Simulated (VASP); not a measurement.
# InSe (P3m1) in VASP: single point with LDA

Aim: the single point of InSe with LDA.

Program: VASP 6.6.1. These are calculated values, not measurements. Logs are shortened: lines on timing, memory, paths and dates and some standing lists are left out, and cuts for length are marked.

**1. The cell of the first run**

It takes space group P3m1 (No. 156, trigonal). The conventional cell has a = 4.000 Å, b = 4.000 Å, c = 24.650 Å, α = 90.00°, β = 90.00°, γ = 120.00°. In (site symmetry 3m) has 3 Se at 2.64 Å and 1 In at 2.80 Å within 3.5 Å. Within 3.5 Å of In (site symmetry 3m) lie 3 Se at 2.64 Å and 1 In at 2.80 Å. In (site symmetry 3m) has 3 Se at 2.64 Å and 1 In at 2.80 Å within 3.5 Å. In (site symmetry 3m) has 3 Se at 2.64 Å and 1 In at 2.80 Å within 3.5 Å. Within 3.5 Å of In (site symmetry 3m) lie 3 Se at 2.64 Å and 1 In at 2.80 Å. Within 3.5 Å of In (site symmetry 3m) lie 3 Se at 2.64 Å and 1 In at 2.80 Å. Se (site symmetry 3m) has 3 In at 2.64 Å within 3.5 Å. Within 3.5 Å of Se (site symmetry 3m) lie 3 In at 2.64 Å.

**2. Single point, LDA (the distance across one plane changed)**

File INCAR:

```
ALGO = Normal
EDIFF = 1E-6
ENCUT = 520
GGA = CA
ISIF = 2
ISMEAR = 0
LASPH = True
LCHARG = True
LELF = True
LREAL = False
LVHAR = True
LWAVE = False
NBANDS = 69
NELM = 100
PREC = Accurate
SIGMA = 0.03
```

File KPOINTS:

```
k-points
0
Gamma
  10 10 2
```

File POSCAR:

```
InSe
1.0
   -1.9999996503     -3.4641010095      0.0000000000
    1.9999996503     -3.4641010095      0.0000000000
    0.0000000000      0.0000000000     24.6500100000
In Se
6 6
Direct
    0.0000000000      0.0000000000      0.7867094282
    0.3333333333      0.3333333333      0.1119291746
    0.6666666667      0.6666666667      0.4493193014
    1.0000000000      1.0000000000      0.9002749449
    0.3333333333      0.3333333333      0.2254946913
    0.6666666667      0.6666666667      0.5628848181
    1.0000000000      1.0000000000      0.3975299169
    0.3333333333      0.3333333333      0.7349200437
    0.6666666667      0.6666666667      0.0601397901
    1.0000000000      1.0000000000      0.6146404635
    0.3333333333      0.3333333333      0.9520305904
    0.6666666667      0.6666666667      0.2772503367
```

Potentials or basis: VASP PAW LDA potentials, release 64 (In_d, Se).

Command:

```console
$ cat potpaw_LDA.64/In_d/POTCAR potpaw_LDA.64/Se/POTCAR > POTCAR
$ mpirun -np 1 vasp_std > vasp.out
```

OUTCAR:

```text
EDIFF = 1E-6
   ENCUT = 520
   GGA = CA
   ISIF = 2
   ISMEAR = 0
   LASPH = True
   LREAL = False
   NELM = 100
   PREC = Accurate

 ion  position               nearest neighbor table
   1  0.000  0.000  0.787-   8 2.64   8 2.64   8 2.64   4 2.80
   2  0.333  0.333  0.112-   9 2.64   9 2.64   9 2.64   5 2.80
   3  0.667  0.667  0.449-   7 2.64   7 2.64   7 2.64   6 2.80
   4  0.000  0.000  0.900-  11 2.64  11 2.64  11 2.64   1 2.80
   5  0.333  0.333  0.225-  12 2.64  12 2.64  12 2.64   2 2.80
   6  0.667  0.667  0.563-  10 2.64  10 2.64  10 2.64   3 2.80
   7  0.000  0.000  0.398-   3 2.64   3 2.64   3 2.64
   8  0.333  0.333  0.735-   1 2.64   1 2.64   1 2.64
   9  0.667  0.667  0.060-   2 2.64   2 2.64   2 2.64
  10  0.000  0.000  0.615-   6 2.64   6 2.64   6 2.64
  11  0.333  0.333  0.952-   4 2.64   4 2.64   4 2.64
  12  0.667  0.667  0.277-   5 2.64   5 2.64   5 2.64

  LATTYP: Found a hexagonal cell.
 ALAT       =     3.9999993007
 C/A-ratio  =     6.1625035774

  Lattice vectors:

 A1 = (  -1.9999996503,   3.4641010095,   0.0000000000)
 A2 = (  -1.9999996503,  -3.4641010095,   0.0000000000)
 A3 = (   0.0000000000,   0.0000000000,  24.6500100000)

Analysis of symmetry for initial positions (statically):
=====================================================================
 Subroutine PRICEL returns:
 Original cell was already a primitive cell.

 Routine SETGRP: Setting up the symmetry group for a
 hexagonal supercell.

 Subroutine GETGRP returns: Found  6 space group operations
 (whereof  6 operations were pure point group operations)
 out of a pool of 24 trial point group operations.

The static configuration has the point symmetry C_3v.

Analysis of symmetry for dynamics (positions and initial velocities):
=====================================================================
 Subroutine PRICEL returns:
 Original cell was already a primitive cell.

 Routine SETGRP: Setting up the symmetry group for a
 hexagonal supercell.

 Subroutine GETGRP returns: Found  6 space group operations
 (whereof  6 operations were pure point group operations)
 out of a pool of 24 trial point group operations.

The dynamic configuration has the point symmetry C_3v.

 Subroutine INISYM returns: Found  6 space group operations
 (whereof  6 operations are pure point group operations),
 and found     1 'primitive' translations

----------------------------------------------------------------------------------------

                                     Primitive cell

  volume of cell :     341.5604

  direct lattice vectors                    reciprocal lattice vectors
    -1.999999650 -3.464101010  0.000000000    -0.250000044 -0.144337593  0.000000000
     1.999999650 -3.464101010  0.000000000     0.250000044 -0.144337593  0.000000000
     0.000000000  0.000000000 24.650010000     0.000000000  0.000000000  0.040567935

  length of vectors
     3.999999301  3.999999301 24.650010000     0.288675185  0.288675185  0.040567935

  position of ions in fractional coordinates (direct lattice)
     0.000000000  0.000000000  0.786709428
     0.333333333  0.333333333  0.111929175
     0.666666667  0.666666667  0.449319301
     0.000000000  0.000000000  0.900274945
     0.333333333  0.333333333  0.225494691
     0.666666667  0.666666667  0.562884818
     0.000000000  0.000000000  0.397529917
     0.333333333  0.333333333  0.734920044
     0.666666667  0.666666667  0.060139790
     0.000000000  0.000000000  0.614640464
     0.333333333  0.333333333  0.952030590
     0.666666667  0.666666667  0.277250337

  ion indices of the primitive-cell ions
   primitive index   ion index
                 1           1
                 2           2
                 3           3
                 4           4
                 5           5
                 6           6
                 7           7
                 8           8
                 9           9
                10          10
                11          11
                12          12

----------------------------------------------------------------------------------------

 KPOINTS: k-points

Automatic generation of k-mesh.
 Grid dimensions read from file:
 generate k-points for:   10   10    2

 Generating k-lattice:

  Cartesian coordinates                     Fractional coordinates (reciprocal lattice)
    -0.025000004 -0.014433759  0.000000000     0.100000000  0.000000000  0.000000000
     0.025000004 -0.014433759  0.000000000     0.000000000  0.100000000  0.000000000
     0.000000000  0.000000000  0.020283967     0.000000000  0.000000000  0.500000000

  Length of vectors
     0.028867519  0.028867519  0.020283967

  Shift w.r.t. Gamma in fractional coordinates (k-lattice)
     0.000000000  0.000000000  0.000000000

 Subroutine IBZKPT returns following result:
 ===========================================

 Found     28 irreducible k-points:

 Following reciprocal coordinates:
            Coordinates               Weight
  0.000000  0.000000  0.000000      1.000000
  0.100000 -0.000000  0.000000      6.000000
  0.200000 -0.000000  0.000000      6.000000
  0.300000 -0.000000  0.000000      6.000000
  0.400000 -0.000000  0.000000      6.000000
  0.500000 -0.000000  0.000000      3.000000
[... 16 lines left out ...]
  0.400000  0.100000  0.500000     12.000000
  0.500000  0.100000  0.500000     12.000000
 [... further k-points ...]
   k-points           NKPTS =     28   k-points in BZ     NKDIM =     28   number of bands    NBANDS=     69
   number of dos      NEDOS =    301   number of ions     NIONS =     12
   total plane-waves  NPLWV = 172800
   dimension x,y,z NGX =    30 NGY =   30 NGZ =  192
   dimension x,y,z NGXF=    60 NGYF=   60 NGZF=  384
   ions per type =               6   6
   NGX,Y,Z   is equivalent  to a cutoff of  12.47, 12.47, 12.95 a.u.
   NGXF,Y,Z  is equivalent  to a cutoff of  24.94, 24.94, 25.90 a.u.
 SYSTEM =  unknown system
   PREC   = accura    normal or accurate (medium, high low for compatibility)
   ISTART =      0    job   : 0-new  1-cont  2-samecut
   ICHARG =      2    charge: 1-file 2-atom 10-const
   ISPIN  =      1    spin polarized calculation?
   LNONCOLLINEAR =      F non collinear calculations
   LSORBIT =      F    spin-orbit coupling
   LASPH  =      T    aspherical Exc in radial PAW
   ENCUT  =  520.0 eV  38.22 Ry    6.18 a.u.   7.44  7.44 45.83*2*pi/ulx,y,z
   NELM   =    100;   NELMIN=  2; NELMDL= -5     # of ELM steps
   EDIFF  = 0.1E-05   stopping-criterion for ELM
   LREAL  =      F    real-space projection
   EDIFFG = 0.1E-04   stopping-criterion for IOM
   NSW    =      0    number of steps for IOM
   IBRION =     -1    ionic relax: 0-MD 1-quasi-New 2-CG
   NFREE  =      0    steps in history (QN), initial steepest desc. (CG)
   ISIF   =      2    stress and relaxation
   ISYM   =      2    0-nonsym 1-usesym 2-fastsym
   POTIM  = 0.5000    time-step for ionic-motion
   TEBEG  =    0.0;   TEEND  =   0.0 temperature during run
   PSTRESS=    0.0 pullay stress
   NELECT =     114.0000    total number of electrons
   NUPDOWN=      -1.0000    fix difference up-down
   EMIN   =  10.00;   EMAX   =-10.00  energy-range for DOS
   EFERMI =   0.00;   METHOD = LEGACY
   ISMEAR =     0;   SIGMA  =   0.03  broadening in eV -4-tet -1-fermi 0-gaus
   EFERMI_NEDOS =   21; number of points for ismear=-14 and -15
   IALGO  =     38    algorithm
   IMIX   =      4    mixing-type and parameters
     AMIX     =   0.40;   BMIX     =  1.00
     AMIX_MAG =   1.60;   BMIX_MAG =  1.00
  volume/ion in A,a.u.               =      28.46       192.08
  Fermi-wavevector in a.u.,A,eV,Ry     =   1.135587  2.145949 17.545514  1.289559
  Thomas-Fermi vector in A             =   2.272292
   LORBIT       =      0    0 simple, 1 ext, 2 COOP (PROOUT), +10 PAW based schemes
   GGA     = CA    functional components
   LHFCALC =     F    Hartree Fock is set to
   AEXX    =    0.0000 exact exchange contribution
   IVDW    =     0    specifies the selected vdW correction
   LEPSILON=     F    determine dielectric tensor
   LRPA    =     F    only Hartree local field effects (RPA)
 non-spin polarized calculation
 Gauss-broadening in eV      SIGMA  =   0.03
  energy-cutoff  :      520.00
  volume of cell :      341.56
 maximum number of plane-waves:      9265
 NGX is ok and might be reduce to    30
   NGX = 15   NGY = 15   NGZ = 91

 number of electron     113.9999971 magnetization

 Free energy of the ion-electron system (eV)
  ---------------------------------------------------
  ext. energy  EPLUGINS =         0.00000000
  ---------------------------------------------------
  free energy    TOTEN  =       -49.96259629 eV

  energy without entropy =      -49.96259610  energy(sigma->0) =      -49.96259620

 E-fermi :   4.3486     XC(G=0):  -9.3961

 val. band max:        4.2702848017   @ k =   0.0000   0.0000   0.5000
 cond. band min:       4.4268248429   @ k =   0.0000   0.0000   0.5000
 fundamental gap:      0.1565400412
 Fermi energy:         4.3485555817

 k-point     1 :       0.0000    0.0000    0.0000
  band No.  band energies     occupation
      1     -10.5650      2.00000
      2     -10.5568      2.00000
      3     -10.5546      2.00000
      4     -10.3786      2.00000
      5     -10.3786      2.00000
      6     -10.3701      2.00000
[... 61 lines left out ...]
     68       8.4940      0.00000
     69       8.4940      0.00000

 k-point     2 :       0.1000   -0.0000    0.0000
  band No.  band energies     occupation
      1     -10.5667      2.00000
      2     -10.5586      2.00000
      3     -10.5561      2.00000
      4     -10.4222      2.00000
      5     -10.4105      2.00000
      6     -10.4081      2.00000
[... 1573 lines left out ...]
     68       8.3722      0.00000
     69       8.4383      0.00000

 k-point    24 :       0.5000    0.1000    0.5000
  band No.  band energies     occupation
      1     -10.7231      2.00000
      2     -10.7106      2.00000
      3     -10.7057      2.00000
      4     -10.6241      2.00000
      5     -10.6142      2.00000
      6     -10.6072      2.00000
[... 61 lines left out ...]
     68       8.1332      0.00000
     69       8.3255      0.00000

 [... further k-points ...]

------------------------ aborting loop because EDIFF is reached ----------------------------------------

  FORCE on cell =-STRESS in cart. coord.  units (eV):
  Direction    XX          YY          ZZ          XY          YZ          ZX
  --------------------------------------------------------------------------------------
  -------------------------------------------------------------------------------------
  Total       -1.9929348     -1.9929348     -3.4640555      0.0000000     -0.0000000     -0.0000000
  in kB       -9.3483748     -9.3483748    -16.2490456      0.0000000     -0.0000000     -0.0000000
  external PRESSURE =     -11.6485984 kB  Pullay stress =       0.0000000 kB

 VOLUME and BASIS-vectors are now :
 -----------------------------------------------------------------------------
  energy-cutoff  :      520.00
  volume of cell :      341.56
      direct lattice vectors                 reciprocal lattice vectors
    -1.999999650 -3.464101010  0.000000000    -0.250000044 -0.144337593  0.000000000
     1.999999650 -3.464101010  0.000000000     0.250000044 -0.144337593  0.000000000
     0.000000000  0.000000000 24.650010000     0.000000000  0.000000000  0.040567935

 POSITION                                       TOTAL-FORCE (eV/Angst)
 -----------------------------------------------------------------------------------
      0.00000      0.00000     19.39240        -0.000000      0.000000      0.113510
      0.00000     -2.30940      2.75906         0.000000     -0.000000      0.159591
      0.00000     -4.61880     11.07573         0.000000     -0.000000      0.115576
      0.00000      0.00000     22.19179         0.000000      0.000000     -0.150353
      0.00000     -2.30940      5.55845        -0.000000      0.000000     -0.108582
      0.00000     -4.61880     13.87512        -0.000000      0.000000     -0.113781
      0.00000      0.00000      9.79912        -0.000000      0.000000      0.104952
      0.00000     -2.30940     18.11579         0.000000     -0.000000      0.105303
      0.00000     -4.61880      1.48245        -0.000000     -0.000000      0.198462
      0.00000      0.00000     15.15089        -0.000000     -0.000000     -0.106471
      0.00000     -2.30940     23.46756        -0.000000     -0.000000     -0.211370
      0.00000     -4.61880      6.83422         0.000000      0.000000     -0.106839
 -----------------------------------------------------------------------------------
    total drift:                                0.000000      0.000001     -0.000110

  FREE ENERGIE OF THE ION-ELECTRON SYSTEM (eV)
  ---------------------------------------------------
  free  energy   TOTEN  =       -49.9625962887 eV

  energy  without entropy=      -49.9625961015  energy(sigma->0) =      -49.96259620
```

It took 19 min on 1 thread of Oxide Virtual Turin-like, shared host; peak memory 0.6 GiB.

What came out:

```
Free energy            : -49.9626 eV
Pressure               : -1.2 GPa
Largest force          : 0.211 eV/Å
Band gap on the k mesh : 0.16 eV
```

Forces on the atoms (eV/Å):
```
In   0.000  0.000  0.114
In   0.000  0.000  0.160
In   0.000  0.000  0.116
In   0.000  0.000 -0.150
In   0.000  0.000 -0.109
In   0.000  0.000 -0.114
Se   0.000  0.000  0.105
Se   0.000  0.000  0.105
Se   0.000  0.000  0.198
Se   0.000  0.000 -0.106
Se   0.000  0.000 -0.211
Se   0.000  0.000 -0.107
```

Levels at points of the mesh, in eV from the valence-band top:
```csv
k point,band 53,band 54,band 55,band 56,band 57,band 58,band 59,band 60,band 61,band 62
"(0.00, 0.00, 0.00)",-1.19,-1.18,-1.18,-0.71,-0.66,0.77,0.83,1.67,1.89,1.96
"(0.50, 0.00, 0.00)",-2.18,-2.05,-1.80,-1.77,-1.56,0.90,1.12,1.18,1.61,1.69
"(0.00, 0.00, 0.50)",-1.22,-1.22,-1.17,-1.17,0.00,0.16,1.34,1.43,1.94,1.95
"(0.50, 0.00, 0.50)",-2.12,-2.07,-1.73,-1.71,-1.67,0.96,1.10,1.17,1.60,1.68
```

Caveat: the cell differs from its parent crystal (the distance across one plane changed); semilocal functionals underestimate gaps, and a narrow one can read as zero; spin-orbit coupling is left out, which moves the levels of the heavy elements.
